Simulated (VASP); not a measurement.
# SnP2 (P6_3/mmc) in VASP: relaxation of cell and atoms with PBE

Aim: the relaxation of cell and atoms of SnP2 with PBE.

Everything below comes from runs of VASP 6.6.1. Logs are shortened: lines on timing, memory, paths and dates and some standing lists are left out, and cuts for length are marked.

**1. The cell of the first run**

Symmetry: P6_3/mmc, No. 194, hexagonal system. The conventional cell has a = 3.288 Å, b = 3.288 Å, c = 13.728 Å, α = 90.00°, β = 90.00°, γ = 120.00°. Sn (site symmetry -6m2) has 6 Sn at 3.29 Å and 8 P at 3.38 to 4.07 Å within 4.3 Å. P (site symmetry 3m) has 3 P at 2.28 Å within 3.0 Å.

**2. Relaxation of cell and atoms, PBE**

INCAR

```
SYSTEM = SnP2
PREC = Accurate
ENCUT = 600
EDIFF = 1E-6
ISMEAR = 0
SIGMA = 0.1
LREAL = .False.
LASPH = .True.
NELM = 100
ALGO = Normal
ISIF = 3
LWAVE = .False.
LCHARG = .False.
GGA = PE
IBRION = 2
NSW = 100
EDIFFG = -0.01
```

KPOINTS

```
Automatic mesh
0
Gamma
  12 12 4
  0 0 0
```

POSCAR

```
SnP2
1.0
    3.2878229482      0.0000000000      0.0000000000
   -1.6439114741      2.8473381963      0.0000000000
    0.0000000000      0.0000000000     13.7280518567
Sn P
2 4
Direct
    0.3333333333      0.6666666667      0.2500000000
    0.6666666667      0.3333333333      0.7500000000
    0.3333333333      0.6666666667      0.5461316367
    0.6666666667      0.3333333333      0.0461316367
    0.3333333333      0.6666666667      0.9538683633
    0.6666666667      0.3333333333      0.4538683633
```

Potentials or basis: VASP PAW PBE potentials, release 64 (Sn_d, P).

Command:

```console
> cat potpaw_PBE.64/Sn_d/POTCAR potpaw_PBE.64/P/POTCAR > POTCAR
> mpirun -np 1 vasp_std > vasp.out
```

OUTCAR:

```text
SYSTEM = SnP2
   PREC = Accurate
   ENCUT = 600
   EDIFF = 1E-6
   ISMEAR = 0
   LREAL = .False.
   LASPH = .True.
   NELM = 100
   ISIF = 3
   GGA = PE
   IBRION = 2
   NSW = 100
   EDIFFG = -0.01

 ion  position               nearest neighbor table
   1  0.333  0.667  0.250-
   2  0.667  0.333  0.750-
   3  0.333  0.667  0.546-   6 2.28   6 2.28   6 2.28
   4  0.667  0.333  0.046-   5 2.28   5 2.28   5 2.28
   5  0.333  0.667  0.954-   4 2.28   4 2.28   4 2.28
   6  0.667  0.333  0.454-   3 2.28   3 2.28   3 2.28

  LATTYP: Found a hexagonal cell.
 ALAT       =     3.2878229482
 C/A-ratio  =     4.1754230909

  Lattice vectors:

 A1 = (   3.2878229482,   0.0000000000,   0.0000000000)
 A2 = (  -1.6439114741,   2.8473381963,   0.0000000000)
 A3 = (   0.0000000000,   0.0000000000,  13.7280518567)

Analysis of symmetry for initial positions (statically):
=====================================================================
 Subroutine PRICEL returns:
 Original cell was already a primitive cell.

 Routine SETGRP: Setting up the symmetry group for a
 hexagonal supercell.

 Subroutine GETGRP returns: Found 24 space group operations
 (whereof 12 operations were pure point group operations)
 out of a pool of 24 trial point group operations.

The static configuration has the point symmetry D_3d.
 The point group associated with its full space group is D_6h.

Analysis of symmetry for dynamics (positions and initial velocities):
=====================================================================
 Subroutine PRICEL returns:
 Original cell was already a primitive cell.

 Routine SETGRP: Setting up the symmetry group for a
 hexagonal supercell.

 Subroutine GETGRP returns: Found 24 space group operations
 (whereof 12 operations were pure point group operations)
 out of a pool of 24 trial point group operations.

The dynamic configuration has the point symmetry D_3d.
 The point group associated with its full space group is D_6h.

 Subroutine INISYM returns: Found 24 space group operations
 (whereof 12 operations are pure point group operations),
 and found     1 'primitive' translations

----------------------------------------------------------------------------------------

                                     Primitive cell

  volume of cell :     128.5158

  direct lattice vectors                    reciprocal lattice vectors
     3.287822948  0.000000000  0.000000000     0.304152631  0.175602603  0.000000000
    -1.643911474  2.847338196  0.000000000     0.000000000  0.351205207  0.000000000
     0.000000000  0.000000000 13.728051857     0.000000000  0.000000000  0.072843548

  length of vectors
     3.287822948  3.287822948 13.728051857     0.351205207  0.351205207  0.072843548

  position of ions in fractional coordinates (direct lattice)
     0.333333333  0.666666667  0.250000000
     0.666666667  0.333333333  0.750000000
     0.333333333  0.666666667  0.546131637
     0.666666667  0.333333333  0.046131637
     0.333333333  0.666666667  0.953868363
     0.666666667  0.333333333  0.453868363

  ion indices of the primitive-cell ions
   primitive index   ion index
                 1           1
                 2           2
                 3           3
                 4           4
                 5           5
                 6           6

----------------------------------------------------------------------------------------

 KPOINTS: Automatic mesh

Automatic generation of k-mesh.
 Grid dimensions read from file:
 generate k-points for:   12   12    4

 Generating k-lattice:

  Cartesian coordinates                     Fractional coordinates (reciprocal lattice)
     0.025346053  0.014633550  0.000000000     0.083333333  0.000000000  0.000000000
     0.000000000  0.029267101  0.000000000     0.000000000  0.083333333  0.000000000
     0.000000000  0.000000000  0.018210887     0.000000000  0.000000000  0.250000000

  Length of vectors
     0.029267101  0.029267101  0.018210887

  Shift w.r.t. Gamma in fractional coordinates (k-lattice)
     0.000000000  0.000000000  0.000000000

 Subroutine IBZKPT returns following result:
 ===========================================

 Found     57 irreducible k-points:

 Following reciprocal coordinates:
            Coordinates               Weight
  0.000000  0.000000  0.000000      1.000000
  0.083333  0.000000  0.000000      6.000000
  0.166667 -0.000000  0.000000      6.000000
  0.250000  0.000000  0.000000      6.000000
  0.333333  0.000000  0.000000      6.000000
  0.416667 -0.000000  0.000000      6.000000
[... 16 lines left out ...]
  0.250000  0.000000  0.250000     12.000000
  0.333333  0.000000  0.250000     12.000000
 [... further k-points ...]
   k-points           NKPTS =     57   k-points in BZ     NKDIM =     57   number of bands    NBANDS=     28
   number of dos      NEDOS =    301   number of ions     NIONS =      6
   total plane-waves  NPLWV =  87808
   dimension x,y,z NGX =    28 NGY =   28 NGZ =  112
   dimension x,y,z NGXF=    56 NGYF=   56 NGZF=  224
   ions per type =               2   4
   NGX,Y,Z   is equivalent  to a cutoff of  14.16, 14.16, 13.56 a.u.
   NGXF,Y,Z  is equivalent  to a cutoff of  28.32, 28.32, 27.13 a.u.
 SYSTEM =  SnP2
   PREC   = accura    normal or accurate (medium, high low for compatibility)
   ISTART =      0    job   : 0-new  1-cont  2-samecut
   ICHARG =      2    charge: 1-file 2-atom 10-const
   ISPIN  =      1    spin polarized calculation?
   LNONCOLLINEAR =      F non collinear calculations
   LSORBIT =      F    spin-orbit coupling
   LASPH  =      T    aspherical Exc in radial PAW
   ENCUT  =  600.0 eV  44.10 Ry    6.64 a.u.   6.57  6.57 27.42*2*pi/ulx,y,z
   NELM   =    100;   NELMIN=  2; NELMDL= -5     # of ELM steps
   EDIFF  = 0.1E-05   stopping-criterion for ELM
   LREAL  =      F    real-space projection
   EDIFFG = -.1E-01   stopping-criterion for IOM
   NSW    =    100    number of steps for IOM
   IBRION =      2    ionic relax: 0-MD 1-quasi-New 2-CG
   NFREE  =      1    steps in history (QN), initial steepest desc. (CG)
   ISIF   =      3    stress and relaxation
   ISYM   =      2    0-nonsym 1-usesym 2-fastsym
   POTIM  = 0.5000    time-step for ionic-motion
   TEBEG  =    0.0;   TEEND  =   0.0 temperature during run
   PSTRESS=    0.0 pullay stress
   NELECT =      48.0000    total number of electrons
   NUPDOWN=      -1.0000    fix difference up-down
   EMIN   =  10.00;   EMAX   =-10.00  energy-range for DOS
   EFERMI =   0.00;   METHOD = LEGACY
   ISMEAR =     0;   SIGMA  =   0.10  broadening in eV -4-tet -1-fermi 0-gaus
   EFERMI_NEDOS =   21; number of points for ismear=-14 and -15
   IALGO  =     38    algorithm
   IMIX   =      4    mixing-type and parameters
     AMIX     =   0.40;   BMIX     =  1.00
     AMIX_MAG =   1.60;   BMIX_MAG =  1.00
  volume/ion in A,a.u.               =      21.42       144.54
  Fermi-wavevector in a.u.,A,eV,Ry     =   1.178971  2.227932 18.911725  1.389973
  Thomas-Fermi vector in A             =   2.315290
   LORBIT       =      0    0 simple, 1 ext, 2 COOP (PROOUT), +10 PAW based schemes
   GGA     = PE    functional components
   LHFCALC =     F    Hartree Fock is set to
   AEXX    =    0.0000 exact exchange contribution
   IVDW    =     0    specifies the selected vdW correction
   LEPSILON=     F    determine dielectric tensor
   LRPA    =     F    only Hartree local field effects (RPA)
 conjugate gradient relaxation of ions
 non-spin polarized calculation
 Gauss-broadening in eV      SIGMA  =   0.10
  energy-cutoff  :      600.00
  volume of cell :      128.52
 maximum number of plane-waves:      4375
 NGX is ok and might be reduce to    28
   NGX = 13   NGY = 13   NGZ = 55

--------------------------------------- Ionic step        1  -------------------------------------------

 number of electron      47.9999994 magnetization

 Free energy of the ion-electron system (eV)
  ---------------------------------------------------
  ext. energy  EPLUGINS =         0.00000000
  ---------------------------------------------------
  free energy    TOTEN  =       -28.34279324 eV

  energy without entropy =      -28.32639487  energy(sigma->0) =      -28.33459405

------------------------ aborting loop because EDIFF is reached ----------------------------------------

  FORCE on cell =-STRESS in cart. coord.  units (eV):
  Direction    XX          YY          ZZ          XY          YZ          ZX
  --------------------------------------------------------------------------------------
  -------------------------------------------------------------------------------------
  Total        0.0696191      0.0696191     -0.5452237     -0.0000000      0.0000000      0.0000000
  in kB        0.8679261      0.8679261     -6.7971825     -0.0000000      0.0000000      0.0000000
  external PRESSURE =      -1.6871101 kB  Pullay stress =       0.0000000 kB

 VOLUME and BASIS-vectors are now :
 -----------------------------------------------------------------------------
  energy-cutoff  :      600.00
  volume of cell :      128.52
      direct lattice vectors                 reciprocal lattice vectors
     3.287822948  0.000000000  0.000000000     0.304152631  0.175602603  0.000000000
    -1.643911474  2.847338196  0.000000000     0.000000000  0.351205207  0.000000000
     0.000000000  0.000000000 13.728051857     0.000000000  0.000000000  0.072843548
[... 121 lines left out ...]
 POSITION                                       TOTAL-FORCE (eV/Angst)
 -----------------------------------------------------------------------------------
     -0.00000      1.89788      3.34999         0.000000      0.000000     -0.000000
      1.64362      0.94894     10.04997        -0.000000     -0.000000      0.000000
     -0.00000      1.89788      7.33508         0.000000      0.000000      0.112465
      1.64362      0.94894      0.63510        -0.000000      0.000000      0.112465
     -0.00000      1.89788     12.76486         0.000000     -0.000000     -0.112465
      1.64362      0.94894      6.06488        -0.000000     -0.000000     -0.112465
 -----------------------------------------------------------------------------------
    total drift:                               -0.000000      0.000000      0.000000

  FREE ENERGIE OF THE ION-ELECTRON SYSTEM (eV)
  ---------------------------------------------------
  free  energy   TOTEN  =       -28.3496515069 eV

  energy  without entropy=      -28.3342648691  energy(sigma->0) =      -28.34195819

--------------------------------------- Ionic step        5  -------------------------------------------

 number of electron      48.0000002 magnetization

 Free energy of the ion-electron system (eV)
  ---------------------------------------------------
  ext. energy  EPLUGINS =         0.00000000
  ---------------------------------------------------
  free energy    TOTEN  =       -28.35165127 eV

  energy without entropy =      -28.33606697  energy(sigma->0) =      -28.34385912

 E-fermi :   7.6895     XC(G=0): -10.2814

 val. band max:        7.6870175721   @ k =   0.2500   0.2500   0.2500
 cond. band min:       7.6993464121   @ k =   0.3333   0.0000   0.5000
 fundamental gap:      0.0123288399
 Fermi energy:         7.6894945946

 k-point     1 :       0.0000    0.0000    0.0000
  band No.  band energies     occupation
      1     -13.9936      2.00000
      2     -13.9930      2.00000
      3     -13.9110      2.00000
      4     -13.9110      2.00000
      5     -13.9110      2.00000
      6     -13.9110      2.00000
[... 20 lines left out ...]
     27       9.9967      0.00000
[... 691 lines left out ...]
      6     -13.8682      2.00000
[... 20 lines left out ...]
     27       9.0550      0.00000
     28       9.5582      0.00000

 [... further k-points ...]

------------------------ aborting loop because EDIFF is reached ----------------------------------------

  FORCE on cell =-STRESS in cart. coord.  units (eV):
  Direction    XX          YY          ZZ          XY          YZ          ZX
  --------------------------------------------------------------------------------------
  -------------------------------------------------------------------------------------
  Total       -0.0183645     -0.0183645      0.0090872      0.0000000     -0.0000000      0.0000000
  in kB       -0.2328026     -0.2328026      0.1151961      0.0000000     -0.0000000      0.0000000
  external PRESSURE =      -0.1168031 kB  Pullay stress =       0.0000000 kB

 VOLUME and BASIS-vectors are now :
 -----------------------------------------------------------------------------
  energy-cutoff  :      600.00
  volume of cell :      126.39
      direct lattice vectors                 reciprocal lattice vectors
     3.291902853 -0.000000000  0.000000000     0.303775672  0.175384966 -0.000000000
    -1.645951427  2.850871498 -0.000000000     0.000000000  0.350769932 -0.000000000
    -0.000000000  0.000000000 13.467175434     0.000000000  0.000000000  0.074254620

 POSITION                                       TOTAL-FORCE (eV/Angst)
 -----------------------------------------------------------------------------------
     -0.00000      1.90058      3.36679         0.000000     -0.000000      0.000000
      1.64595      0.95029     10.10038        -0.000000     -0.000000      0.000000
     -0.00000      1.90058      7.37222        -0.000000      0.000000      0.002358
      1.64595      0.95029      0.63864        -0.000000      0.000000      0.002358
     -0.00000      1.90058     12.82854         0.000000     -0.000000     -0.002358
      1.64595      0.95029      6.09495         0.000000     -0.000000     -0.002358
 -----------------------------------------------------------------------------------
    total drift:                               -0.000000      0.000000      0.000000

  FREE ENERGIE OF THE ION-ELECTRON SYSTEM (eV)
  ---------------------------------------------------
  free  energy   TOTEN  =       -28.3516512675 eV

  energy  without entropy=      -28.3360669663  energy(sigma->0) =      -28.34385912

 reached required accuracy - stopping structural energy minimisation
```

Run time: 30 min. Hardware: 1 thread of AMD EPYC, shared host; peak memory 0.41 GiB.

What came out:

- Free energy: -28.3517 eV
- Relaxed volume: 21.06 Å³/atom
- Relaxed cell: a = 3.292 Å, b = 3.292 Å, c = 13.467 Å, α = 90.00°, β = 90.00°, γ = 120.00°
- Space group after relaxing (to 0.1 Å): P6_3/mmc (No. 194)
- Energy gained by relaxing: 1.5 meV/atom
- Ionic steps: 5
- Pressure after relaxing: 0.0 GPa
- Band gap on the k mesh: zero (bands 24 and 25 overlap by 3.33 eV)

Forces in eV/Å, atoms in the order of the input:
```
Sn   0.000  0.000  0.000
Sn   0.000  0.000  0.000
P    0.000  0.000  0.002
P    0.000  0.000  0.002
P    0.000  0.000 -0.002
P    0.000  0.000 -0.002
```

Step by step:
```tsv
step	energy change (eV)	largest force (eV/Å)	pressure (GPa)	volume (Å³)
1	0.0000	0.1004	-0.17	128.52
2	-0.0038	0.0546	-0.22	128.10
3	-0.0082	0.0610	-0.33	126.96
4	-0.0069	0.1125	0.51	125.40
5	-0.0089	0.0024	-0.01	126.39
```

Final structure:
```
Sn P
1.0
     3.29190    0.00000    0.00000
    -1.64595    2.85087    0.00000
     0.00000    0.00000   13.46718
Sn P
2 4
Direct
  0.33333 0.66667 0.25000
  0.66667 0.33333 0.75000
  0.33333 0.66667 0.54742
  0.66667 0.33333 0.04742
  0.33333 0.66667 0.95258
  0.66667 0.33333 0.45258
```

Caveat: spin-orbit coupling is left out, which moves the levels of the heavy elements.
